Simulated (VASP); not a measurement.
Br:

```
Br
1.0
     3.33000    0.00000    0.00000
    -1.66500    2.88386    0.00000
     0.00000    0.00000    5.43789
Br
2
Direct
  0.33333 0.66667 0.25000
  0.66667 0.33333 0.75000
```

| Property | Result |
| --- | --- |
| Program | VASP 6.6.1 |
| Task | relaxation of cell and atoms |
| Functional | PBE |
| Potentials or basis | VASP PAW PBE potentials, release 64 (Br) |
| Cutoff | 600 eV |
| k mesh | 8 × 8 × 4 |
| Occupations | fermi-dirac, width 0.02 eV |
| Spin | no spin polarisation |

At the start: pressure 0.7 GPa; volume 26.11 Å³/atom.

**Question.** Where does the relaxation end?

**Answer.** Over 25 steps the energy falls by 302.8 meV/atom and the volume is 34.02 Å³/atom (+30.3 %); space group P6_3/mmc (No. 194, to 0.1 Å) before and after.

The path:
```csv
step,energy change (eV),largest force (eV/Å),pressure (GPa),volume (Å³)
1,0.0000,0.0000,0.68,52.22
2,-0.0141,0.0000,0.13,53.06
3,-0.0290,0.0000,-0.44,54.16
4,-0.0486,0.0000,-1.39,56.34
5,-0.1122,0.0000,-2.60,60.67
6,-0.2652,0.0000,-3.76,69.20
7,-0.3479,0.0000,-3.38,85.73
8,-0.3513,0.0000,-3.36,86.04
9,-0.3608,0.0000,-3.31,86.97
10,-0.3757,0.0000,-3.23,88.78
11,-0.3833,0.0000,-3.16,92.25
12,-0.3840,0.0000,-3.18,90.69
13,-0.3971,0.0000,-3.13,90.03
14,-0.4345,0.0000,-2.94,88.09
15,-0.5000,0.0000,-2.47,84.28
16,-0.5838,0.0000,-1.03,76.99
17,-0.4506,0.0000,5.25,63.69
18,-0.5946,0.0000,-0.25,74.34
19,-0.5952,0.0000,-0.01,73.62
20,-0.5959,0.0000,-0.02,73.47
21,-0.5980,0.0000,-0.05,72.99
22,-0.6013,0.0000,-0.11,72.04
23,-0.6045,0.0000,-0.25,70.12
24,-0.6047,0.0000,-0.29,69.57
25,-0.6055,0.0000,0.09,68.04
```

Final structure:
```yaml
crystal:
  lattice:
    - [3.00133, 0.00000, 0.00000]
    - [-1.50067, 2.59923, 0.00000]
    - [0.00000, 0.00000, 8.72219]
  atoms:
    - { symbol: Br, position: [0.33333, 0.66667, 0.25000] }
    - { symbol: Br, position: [0.66667, 0.33333, 0.75000] }
```

Caveat: the volume moved by over 15 % at a fixed basis, so the end points are rough; this functional lacks dispersion, which binds layers or chains, so the pressure and a relaxed spacing across them are unreliable.
